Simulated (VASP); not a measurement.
Li: single point with PBE

Crystal: Li.

```xyz
1
Lattice="-1.8025 1.8025 1.7500 1.8025 -1.8025 1.7500 1.8025 1.8025 -1.7500" Properties=species:S:1:pos:R:3 pbc="T T T"
Li    0.0000    0.0000    0.0000
```

This cell differs from its parent crystal: equal xx and yy strain of +3 %.

| Item | Value |
| --- | --- |
| Program | VASP 6.6.1 |
| Task | single point |
| Functional | PBE |
| Potentials or basis | VASP PAW PBE potentials, release 64 (Li_sv) |
| Cutoff | 520 eV |
| k mesh | 15 × 15 × 15 |
| Occupations | fermi-dirac, width 0.08 eV |
| Spin | no spin polarisation |
| Dipole correction | no |
| Further INCAR settings | ALGO = Normal; EDIFF = 1e-07; NBANDS = 8 |

* Band gap on the k mesh: zero (an odd number of electrons rules out a gap without spin polarisation)

Levels at points of the mesh, in eV from the Fermi level:
| k point | band 1 | band 2 | band 3 | band 4 | band 5 | band 6 |
| --- | --- | --- | --- | --- | --- | --- |
| (0.00, 0.00, 0.00) | -46.76 | -3.43 | 13.36 | 13.36 | 13.53 | 17.53 |

It took 46 s on 1 thread of Intel Xeon 8259CL, with other jobs on the host, peak memory 0.16 GiB.

Caveat: the cell differs from its parent crystal (equal xx and yy strain of +3 %).
